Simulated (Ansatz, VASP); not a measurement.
# TaTe in VASP and in Ansatz

```
CELL_PARAMETERS angstrom
3.42010 0.00000 0.00000
0.00000 3.42010 0.00000
0.00000 0.00000 3.42010
ATOMIC_POSITIONS crystal
Ta 0.50000 0.50000 0.50000
Te 0.00000 0.00000 0.00000
```

Alike in both runs: functional PBE; k mesh 16 × 16 × 16; occupations gaussian, width 0.1 eV; no spin polarisation.

Ansatz relaxed the structure, and its values are those at the end. VASP's run is a single point on that final structure, the one shown.

|  | VASP | Ansatz |
| --- | --- | --- |
| version | VASP 6.6.1 | Ansatz 0.2.0 |
| potentials or method | VASP PAW PBE potentials, release 64 (Ta_pv, Te), cutoff 520 eV | scalar-relativistic, plane waves, PAW |
| valence electrons in the cell | 17 | 29 |

|  | VASP | Ansatz | Ansatz less VASP |
| --- | --- | --- | --- |
| gap on the k mesh at the Fermi level (eV) | none | none | - |
| pressure (GPa) | 0.0 | 0.0 | -0.03 |

A gap of «none» marks a metal or a gap that the smearing closes. VASP's potentials hold 17 valence electrons a cell and Ansatz's 29, so a difference there can come from the potentials and not from the codes.

Neither program's run includes spin-orbit coupling.
